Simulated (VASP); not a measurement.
# Zn (P6/mmm) in VASP: notebook

Zn is run at these levels: PBE; tasks: single point, relaxation of shape and atoms at fixed volume.

Everything below comes from runs of VASP 6.6.1. Logs are shortened: lines on timing, memory, paths and dates and some standing lists are left out, and cuts for length are marked.

### 1 The cell of the first run

Symmetry: P6/mmm, No. 191, hexagonal system. Conventional cell: a = 4.402 Å, b = 4.402 Å, c = 2.794 Å, α = 90.00°, β = 90.00°, γ = 120.00°. Zn (site symmetry 6/mmm) has 14 Zn at 2.79 to 2.90 Å within 3.7 Å. Zn (site symmetry -6m2) has 11 Zn at 2.54 to 2.90 Å within 3.4 Å.

### 2 Single point, PBE

Input file INCAR:

```
SYSTEM = Zn
ALGO = Normal
EDIFF = 1E-6
ENCUT = 520
GGA = PE
ISIF = 2
ISMEAR = -1
LASPH = .TRUE.
LCHARG = .TRUE.
LELF = .TRUE.
LREAL = .FALSE.
LVHAR = .TRUE.
LWAVE = .FALSE.
NBANDS = 25
NELM = 60
PREC = Accurate
SIGMA = 0.1
```

Input file KPOINTS:

```
k-points
0
G
  9 9 12
  0 0 0
```

Input file POSCAR:

```
Zn
1.0
    4.4015085616      0.0000000000      0.0000000000
   -2.2007542808      3.8118182293      0.0000000000
    0.0000000000      0.0000000000      2.7940739961
Zn
3
Direct
    0.0000000000      0.0000000000      0.0000000000
    0.3333333333      0.6666666667      0.5000000000
    0.6666666667      0.3333333333      0.5000000000
```

Potentials or basis: VASP PAW PBE potentials, release 64 (Zn).

The run is started by

```console
$ cat potpaw_PBE.64/Zn/POTCAR > POTCAR
$ mpirun -np 1 vasp_std > vasp.out
```

OUTCAR:

```text
SYSTEM = Zn
   EDIFF = 1E-6
   ENCUT = 520
   GGA = PE
   ISIF = 2
   ISMEAR = -1
   LASPH = .TRUE.
   LREAL = .FALSE.
   NELM = 60
   PREC = Accurate

 ion  position               nearest neighbor table
   1  0.000  0.000  0.000-   2 2.90   3 2.90   2 2.90   3 2.90   2 2.90   2 2.90   3 2.90   3 2.90
                             3 2.90   3 2.90   2 2.90   2 2.90
   2  0.333  0.667  0.500-   3 2.54   3 2.54   3 2.54   1 2.90   1 2.90   1 2.90   1 2.90   1 2.90
                             1 2.90
   3  0.667  0.333  0.500-   2 2.54   2 2.54   2 2.54   1 2.90   1 2.90   1 2.90   1 2.90   1 2.90
                             1 2.90

  LATTYP: Found a hexagonal cell.
 ALAT       =     4.4015085616
 C/A-ratio  =     0.6347991733

  Lattice vectors:

 A1 = (   4.4015085616,   0.0000000000,   0.0000000000)
 A2 = (  -2.2007542808,   3.8118182293,   0.0000000000)
 A3 = (   0.0000000000,   0.0000000000,   2.7940739961)

Analysis of symmetry for initial positions (statically):
=====================================================================
 Subroutine PRICEL returns:
 Original cell was already a primitive cell.

 Routine SETGRP: Setting up the symmetry group for a
 hexagonal supercell.

 Subroutine GETGRP returns: Found 24 space group operations
 (whereof 24 operations were pure point group operations)
 out of a pool of 24 trial point group operations.

The static configuration has the point symmetry D_6h.

Analysis of symmetry for dynamics (positions and initial velocities):
=====================================================================
 Subroutine PRICEL returns:
 Original cell was already a primitive cell.

 Routine SETGRP: Setting up the symmetry group for a
 hexagonal supercell.

 Subroutine GETGRP returns: Found 24 space group operations
 (whereof 24 operations were pure point group operations)
 out of a pool of 24 trial point group operations.

The dynamic configuration has the point symmetry D_6h.

 Subroutine INISYM returns: Found 24 space group operations
 (whereof 24 operations are pure point group operations),
 and found     1 'primitive' translations

----------------------------------------------------------------------------------------

                                     Primitive cell

  volume of cell :      46.8783

  direct lattice vectors                    reciprocal lattice vectors
     4.401508562  0.000000000  0.000000000     0.227194832  0.131170998  0.000000000
    -2.200754281  3.811818229  0.000000000     0.000000000  0.262341995  0.000000000
[... 80 lines left out ...]
   ICHARG =      2    charge: 1-file 2-atom 10-const
   ISPIN  =      1    spin polarized calculation?
   LNONCOLLINEAR =      F non collinear calculations
   LSORBIT =      F    spin-orbit coupling
   LASPH  =      T    aspherical Exc in radial PAW
   ENCUT  =  520.0 eV  38.22 Ry    6.18 a.u.   8.18  8.18  5.20*2*pi/ulx,y,z
   NELM   =     60;   NELMIN=  2; NELMDL= -5     # of ELM steps
   EDIFF  = 0.1E-05   stopping-criterion for ELM
   LREAL  =      F    real-space projection
   EDIFFG = 0.1E-04   stopping-criterion for IOM
   NSW    =      0    number of steps for IOM
   IBRION =     -1    ionic relax: 0-MD 1-quasi-New 2-CG
   NFREE  =      0    steps in history (QN), initial steepest desc. (CG)
   ISIF   =      2    stress and relaxation
   ISYM   =      2    0-nonsym 1-usesym 2-fastsym
   POTIM  = 0.5000    time-step for ionic-motion
   TEBEG  =    0.0;   TEEND  =   0.0 temperature during run
   PSTRESS=    0.0 pullay stress
   NELECT =      36.0000    total number of electrons
   NUPDOWN=      -1.0000    fix difference up-down
   EMIN   =  10.00;   EMAX   =-10.00  energy-range for DOS
   EFERMI =   0.00;   METHOD = LEGACY
   ISMEAR =    -1;   SIGMA  =   0.10  broadening in eV -4-tet -1-fermi 0-gaus
   EFERMI_NEDOS =   21; number of points for ismear=-14 and -15
   IALGO  =     38    algorithm
   IMIX   =      4    mixing-type and parameters
     AMIX     =   0.40;   BMIX     =  1.00
     AMIX_MAG =   1.60;   BMIX_MAG =  1.00
  volume/ion in A,a.u.               =      15.63       105.45
  Fermi-wavevector in a.u.,A,eV,Ry     =   1.499173  2.833026 30.579366  2.247520
  Thomas-Fermi vector in A             =   2.610837
   LORBIT       =      0    0 simple, 1 ext, 2 COOP (PROOUT), +10 PAW based schemes
   GGA     = PE    functional components
   LHFCALC =     F    Hartree Fock is set to
   AEXX    =    0.0000 exact exchange contribution
   IVDW    =     0    specifies the selected vdW correction
   LEPSILON=     F    determine dielectric tensor
   LRPA    =     F    only Hartree local field effects (RPA)
 non-spin polarized calculation
  energy-cutoff  :      520.00
  volume of cell :       46.88
 maximum number of plane-waves:      1282
 NGX is ok and might be reduce to    36
   NGX = 17   NGY = 17   NGZ = 11

 number of electron      36.0000028 magnetization

 Free energy of the ion-electron system (eV)
  ---------------------------------------------------
  ext. energy  EPLUGINS =         0.00000000
  ---------------------------------------------------
  free energy    TOTEN  =        -3.05617518 eV

  energy without entropy =       -3.02462897  energy(sigma->0) =       -3.04040207

 E-fermi :   3.0070     XC(G=0): -11.4146

 val. band max:        2.9630926870   @ k =   0.4444   0.1111   0.4167
 cond. band min:       3.0222292768   @ k =   0.1111   0.1111   0.3333
 fundamental gap:      0.0591365898
 Fermi energy:         3.0070393126

 k-point     1 :       0.0000    0.0000    0.0000
  band No.  band energies     occupation
      1      -7.2592      2.00000
      2      -5.2706      2.00000
      3      -4.7906      2.00000
      4      -4.7906      2.00000
      5      -4.7427      2.00000
      6      -4.6955      2.00000
[... 661 lines left out ...]
     24      13.4305      0.00000
     25      16.5843      0.00000

 [... further k-points ...]
[... 5 lines left out ...]
  --------------------------------------------------------------------------------------
  -------------------------------------------------------------------------------------
  Total        0.0972644      0.0972644      0.0779848     -0.0000000     -0.0000000      0.0000000
  in kB        3.3242449      3.3242449      2.6653160     -0.0000000     -0.0000000      0.0000000
  external PRESSURE =       3.1046019 kB  Pullay stress =       0.0000000 kB

 VOLUME and BASIS-vectors are now :
 -----------------------------------------------------------------------------
  energy-cutoff  :      520.00
  volume of cell :       46.88
      direct lattice vectors                 reciprocal lattice vectors
     4.401508562  0.000000000  0.000000000     0.227194832  0.131170998  0.000000000
    -2.200754281  3.811818229  0.000000000     0.000000000  0.262341995  0.000000000
     0.000000000  0.000000000  2.794073996     0.000000000  0.000000000  0.357900328

 POSITION                                       TOTAL-FORCE (eV/Angst)
 -----------------------------------------------------------------------------------
      0.00000      0.00000      0.00000         0.000000      0.000000      0.000000
     -0.00000      2.54121      1.39704        -0.000000      0.000000     -0.000000
      2.20075      1.27061      1.39704        -0.000000      0.000000      0.000000
 -----------------------------------------------------------------------------------
    total drift:                                0.000000      0.000000     -0.000000

  FREE ENERGIE OF THE ION-ELECTRON SYSTEM (eV)
  ---------------------------------------------------
  free  energy   TOTEN  =        -3.0561751824 eV

  energy  without entropy=       -3.0246289663  energy(sigma->0) =       -3.04040207
```

Wall time 51 s (1 thread of Intel Xeon Platinum 8488C (Sapphire Rapids), shared host); peak memory 0.22 GiB.

What came out:

```
Free energy            : -3.0562 eV
Pressure               : 0.3 GPa
Band gap on the k mesh : zero (band 18 reaches 7.12 eV, above the bottom of band 19 at 1.89 eV)
```

### 3 Relaxation of shape and atoms at fixed volume, PBE

This run uses another cell than the first one, of 7.03 Å³/atom, 0.450 times its volume.

Input file INCAR:

```
  ALGO = Normal
  EDIFF = 1E-6
  EDIFFG = -0.005
  ENCUT = 600
  GGA = PE
  IBRION = 2
  ISIF = 4
  ISMEAR = -1
  LASPH = True
  LCHARG = False
  LREAL = False
  LWAVE = False
  NELM = 60
  NSW = 50
  PREC = Accurate
  SIGMA = 0.1
```

Input file KPOINTS:

```
k-points
0
Gamma
  9 9 12
```

Input file POSCAR:

```
Zn
1.0
    3.3729175275      0.0000000000      0.0000000000
   -1.6864587638      2.9210322637      0.0000000000
    0.0000000000      0.0000000000      2.1411252580
Zn
3
Direct
    0.0000000000      0.0000000000      0.0000000000
    0.3333333333      0.6666666667      0.5000000000
    0.6666666667      0.3333333333      0.5000000000
```

Potentials or basis: VASP PAW PBE potentials, release 64 (Zn).

The run is started by

```console
$ cat potpaw_PBE.64/Zn/POTCAR > POTCAR
$ mpirun -np 1 vasp_std > vasp.out
```

OUTCAR:

```text
EDIFF = 1E-6
   EDIFFG = -0.005
   ENCUT = 600
   GGA = PE
   IBRION = 2
   ISIF = 4
   ISMEAR = -1
   LASPH = True
   LREAL = False
   NELM = 60
   NSW = 50
   PREC = Accurate

 ion  position               nearest neighbor table
   1  0.000  0.000  0.000-   2 2.22   3 2.22   2 2.22   3 2.22   3 2.22   3 2.22   2 2.22   2 2.22
                             3 2.22   3 2.22   2 2.22   2 2.22
   2  0.333  0.667  0.500-   3 1.95   3 1.95   3 1.95   1 2.22   1 2.22   1 2.22   1 2.22   1 2.22
                             1 2.22   3 2.89   3 2.89   3 2.89   3 2.89   3 2.89   3 2.89
   3  0.667  0.333  0.500-   2 1.95   2 1.95   2 1.95   1 2.22   1 2.22   1 2.22   1 2.22   1 2.22
                             1 2.22   2 2.89   2 2.89   2 2.89   2 2.89   2 2.89   2 2.89

  LATTYP: Found a hexagonal cell.
[... 372 lines left out ...]

 number of electron      35.9999999 magnetization

 Free energy of the ion-electron system (eV)
  ---------------------------------------------------
  ext. energy  EPLUGINS =         0.00000000
  ---------------------------------------------------
  free energy    TOTEN  =        11.39210878 eV

  energy without entropy =       11.40912326  energy(sigma->0) =       11.40061602

 E-fermi :  13.2891     XC(G=0): -16.2893

 val. band max:       13.2574711279   @ k =   0.4444  -0.0000   0.0833
 cond. band min:      13.2989340924   @ k =   0.3333   0.0000   0.0000
 fundamental gap:      0.0414629645
 Fermi energy:        13.2890871152

 k-point     1 :       0.0000    0.0000    0.0000
  band No.  band energies     occupation
      1      -7.3130      2.00000
      2      -2.6439      2.00000
      3      -0.8821      2.00000
      4      -0.8821      2.00000
      5      -0.8119      2.00000
      6      -0.8119      2.00000
[... 589 lines left out ...]
     21      20.0387      0.00000
     22      30.8163      0.00000

 [... further k-points ...]
[... 5 lines left out ...]
  --------------------------------------------------------------------------------------
  -------------------------------------------------------------------------------------
  Total       52.2056284     52.2056284     52.1885082     -0.0000000      0.0000000     -0.0000000
  in kB     3965.0051826   3965.0051832   3963.7049106     -0.0000011      0.0000000     -0.0000000
  external PRESSURE =    3964.5717588 kB  Pullay stress =       0.0000000 kB
[... 18 lines left out ...]
  FREE ENERGIE OF THE ION-ELECTRON SYSTEM (eV)
  ---------------------------------------------------
  free  energy   TOTEN  =        11.3921087774 eV

  energy  without entropy=       11.4091232583  energy(sigma->0) =       11.40061602

 reached required accuracy - stopping structural energy minimisation
```

OSZICAR:

```text
N       E                     dE             d eps       ncg     rms          rms(c)
DAV:   1     0.196995224539E+03    0.19700E+03   -0.20072E+04  4128   0.348E+03
DAV:   2     0.182913275671E+02   -0.17870E+03   -0.17457E+03  3714   0.420E+02
DAV:   3     0.103982715949E+02   -0.78931E+01   -0.78577E+01  3954   0.105E+02
DAV:   4     0.103551967416E+02   -0.43075E-01   -0.43068E-01  4218   0.815E+00
[... 83 lines left out ...]
       N       E                     dE             d eps       ncg     rms          rms(c)
DAV:   1     0.113920986411E+02   -0.14910E-04   -0.22090E-04  4170   0.136E-01    0.211E-02
DAV:   2     0.113921052587E+02    0.66176E-05   -0.75828E-06  3852   0.732E-02    0.125E-02
DAV:   3     0.113921087953E+02    0.35366E-05   -0.45693E-06  3726   0.623E-02    0.279E-03
DAV:   4     0.113921087774E+02   -0.17898E-07   -0.78867E-07  2114   0.316E-02
  16 F= 0.11392109E+02 E0= 0.11400616E+02  d E =-.172551E-04
```

CONTCAR:

```text
Zn
   1.00000000000000
     3.4311425834082279   -0.0000000004349333   -0.0000000000000000
    -1.7155712921316404    2.9714566417000650    0.0000000000000000
     0.0000000000000000    0.0000000000000000    2.0690738287724102
  Zn
     3
Direct
     0.0000000000000000    0.0000000000000000    0.0000000000000000
     0.3333333332999970    0.6666666667000030    0.5000000000000000
     0.6666666667000030    0.3333333332999970    0.5000000000000000

  0.00000000E+00  0.00000000E+00  0.00000000E+00
  0.00000000E+00  0.00000000E+00  0.00000000E+00
  0.00000000E+00  0.00000000E+00  0.00000000E+00
```

Run time: 2.5 min. Hardware: 1 thread of Intel Xeon Platinum 8488C (Sapphire Rapids), shared host; peak memory 0.16 GiB.

The run converged, but its numbers aren't listed here, since they failed a check.

### 4 Relaxation of shape and atoms at fixed volume, PBE

This run uses another cell than the first one, of 10.63 Å³/atom, 0.680 times its volume.

Input file INCAR:

```
SYSTEM = Zn
PREC = Accurate
ENCUT = 600
EDIFF = 1E-6
ISMEAR = -1
SIGMA = 0.1
LREAL = .FALSE.
LASPH = .TRUE.
NELM = 60
ALGO = Normal
ISIF = 4
LWAVE = .FALSE.
LCHARG = .FALSE.
GGA = PE
IBRION = 2
NSW = 50
EDIFFG = -0.005
```

Input file KPOINTS:

```
regular mesh
0
G
  9 9 12
  0 0 0
```

Input file POSCAR:

```
Zn
1.0
    3.8705366892      0.0000000000      0.0000000000
   -1.9352683446      3.3519830991      0.0000000000
    0.0000000000      0.0000000000      2.4570134904
Zn
3
Direct
    0.0000000000      0.0000000000      0.0000000000
    0.3333333333      0.6666666667      0.5000000000
    0.6666666667      0.3333333333      0.5000000000
```

The run is started by

```console
$ cat potpaw_PBE.64/Zn/POTCAR > POTCAR
$ mpirun -np 1 vasp_std > vasp.out
```

Run time: 1.9 min. Hardware: 1 thread of Intel Xeon Platinum 8488C (Sapphire Rapids), shared host; peak memory 0.19 GiB.

The run converged. Its results:

| Property | Result |
| --- | --- |
| Free energy | -0.9202 eV |
| Energy gained by relaxing | 12.8 meV/atom |
| Ionic steps | 5 |
| Pressure after relaxing | 67.5 GPa |
| Band gap on the k mesh | zero (band 18 reaches 11.42 eV, above the bottom of band 19 at 5.61 eV) |

Stress tensor (GPa, compression positive):
```
67.43  0.00  0.00
 0.00 67.43  0.00
 0.00  0.00 67.52
```

The path:
```
step  energy change (eV)  largest force (eV/Å)  pressure (GPa)  volume (Å³)
   1              0.0000                0.0000           68.14        31.88
   2             -0.0348                0.0000           67.53        31.88
   3             -0.0380                0.0000           67.44        31.88
   4             -0.0383                0.0000           67.46        31.88
   5             -0.0383                0.0000           67.46        31.88
```

Final structure:
```xyz
3
Lattice="3.9342 0.0000 0.0000 -1.9671 3.4071 0.0000 0.0000 0.0000 2.3781" Properties=species:S:1:pos:R:3 pbc="T T T"
Zn   -1.9671    3.4071    0.0000
Zn    0.0000    2.2714    1.1891
Zn    1.9671    1.1357    1.1891
```

Levels at points of the mesh, in eV from the Fermi level:
```
           k point  band 16  band 17  band 18  band 19  band 20  band 21
(0.00, 0.00, 0.00)    -8.24     0.08     0.08     0.09     0.09     1.97
(0.00, 0.00, 0.50)    -5.93    -5.29     4.62     4.78     4.78     6.18
```

### 5 Relaxation of shape and atoms at fixed volume, PBE

This run uses another cell than the first one, of 11.88 Å³/atom, 0.760 times its volume.

Input file INCAR:

```
  ALGO = Normal
  EDIFF = 1E-6
  EDIFFG = -0.005
  ENCUT = 600
  GGA = PE
  IBRION = 2
  ISIF = 4
  ISMEAR = -1
  LASPH = True
  LCHARG = False
  LREAL = False
  LWAVE = False
  NELM = 100
  NSW = 50
  PREC = Accurate
  SIGMA = 0.1
```

Input file KPOINTS:

```
k-points
0
Gamma
  9 9 12
```

Input file POSCAR:

```
Zn
1.0
    4.0167310031      0.0000000000      0.0000000000
   -2.0083655016      3.4785910888      0.0000000000
    0.0000000000      0.0000000000      2.5498175200
Zn
3
Direct
    0.0000000000      0.0000000000      0.0000000000
    0.3333333333      0.6666666667      0.5000000000
    0.6666666667      0.3333333333      0.5000000000
```

The run is started by

```console
$ cat potpaw_PBE.64/Zn/POTCAR > POTCAR
$ mpirun -np 1 vasp_std > vasp.out
```

Wall time 1.8 min (1 thread of Intel Xeon Platinum 8488C (Sapphire Rapids), shared host); peak memory 0.2 GiB.

The run converged. Its results:

| Property | Result |
| --- | --- |
| Free energy | -2.0997 eV |
| Energy gained by relaxing | 8.4 meV/atom |
| Ionic steps | 6 |
| Pressure after relaxing | 36.0 GPa |
| Band gap on the k mesh | zero (band 18 reaches 10.07 eV, above the bottom of band 19 at 4.37 eV) |

The path:
```
step  energy change (eV)  largest force (eV/Å)  pressure (GPa)  volume (Å³)
   1              0.0000                0.0000           36.46        35.63
   2             -0.0176                0.0000           36.14        35.63
   3             -0.0196                0.0000           35.98        35.63
   4             -0.0249                0.0000           36.01        35.63
   5             -0.0251                0.0000           36.00        35.63
   6             -0.0251                0.0000           36.00        35.63
```

Final structure:
```yaml
crystal:
  lattice:
    - [4.07851, 0.00000, 0.00000]
    - [-2.03925, 3.53209, 0.00000]
    - [0.00000, 0.00000, 2.47316]
  atoms:
    - { symbol: Zn, position: [0.00000, 0.00000, 0.00000] }
    - { symbol: Zn, position: [0.33333, 0.66667, 0.50000] }
    - { symbol: Zn, position: [0.66667, 0.33333, 0.50000] }
```

Levels at points of the mesh, in eV from the Fermi level:
```
           k point  band 14  band 15  band 16  band 17  band 18  band 19  band 20  band 21  band 22
(0.00, 0.00, 0.00)    -8.40    -7.81    -7.81     0.29     0.29     0.32     0.32     1.64     1.79
(0.00, 0.00, 0.50)    -7.90    -7.59    -5.43    -4.99     4.54     4.62     4.62     5.88     6.01
```

### 6 Single point, PBE

This run uses another cell than the first one, of 7.03 Å³/atom, 0.450 times its volume.

Input file INCAR:

```
SYSTEM = Zn
PREC = Accurate
ENCUT = 520
EDIFF = 1E-7
ISMEAR = -1
SIGMA = 0.1
LREAL = .False.
LASPH = .True.
NELM = 100
ALGO = Normal
ISIF = 2
LWAVE = .False.
LCHARG = .False.
GGA = PE
NBANDS = 25
```

Input file KPOINTS:

```
regular mesh
0
Gamma
  9 9 12
  0 0 0
```

Input file POSCAR:

```
Zn
1.0
    3.4311856868      0.0000000000      0.0000000000
   -1.7155928434      2.9714939698      0.0000000000
    0.0000000000      0.0000000000      2.0690218449
Zn
3
Direct
    0.0000000000      0.0000000000      0.0000000000
    0.3333333333      0.6666666667      0.5000000000
    0.6666666667      0.3333333333      0.5000000000
```

Potentials or basis: VASP PAW PBE potentials, release 64 (Zn).

The run is started by

```console
$ cat potpaw_PBE.64/Zn/POTCAR > POTCAR
$ mpirun -np 1 vasp_std > vasp.out
```

Wall time 1.7 min (1 thread of AMD EPYC 7R13, shared host); peak memory 0.12 GiB.

The run converged, but its numbers aren't listed here, since they failed a check.

### 7 Overview

```csv
task,cell,cutoff (eV),gap on the mesh (eV),pressure (GPa)
single point,"a = 4.402, b = 4.402, c = 2.794 Å, angles 90.0, 90.0, 120.0°, 3 atoms",520,none,0.3
relaxation of shape and atoms at fixed volume,"relaxed from a = 3.871, b = 3.871, c = 2.457 Å, angles 90.0, 90.0, 120.0°, 3 atoms",600,none,67.5
relaxation of shape and atoms at fixed volume,"relaxed from a = 4.017, b = 4.017, c = 2.550 Å, angles 90.0, 90.0, 120.0°, 3 atoms",600,none,36.0
```

Alike in all rows: level PBE; potentials or basis VASP PAW PBE potentials, release 64 (Zn); no spin polarisation; k mesh 9 × 9 × 12; smearing fermi-dirac 0.1 eV.

Absolute energies hang on the potentials; compare differences alone.
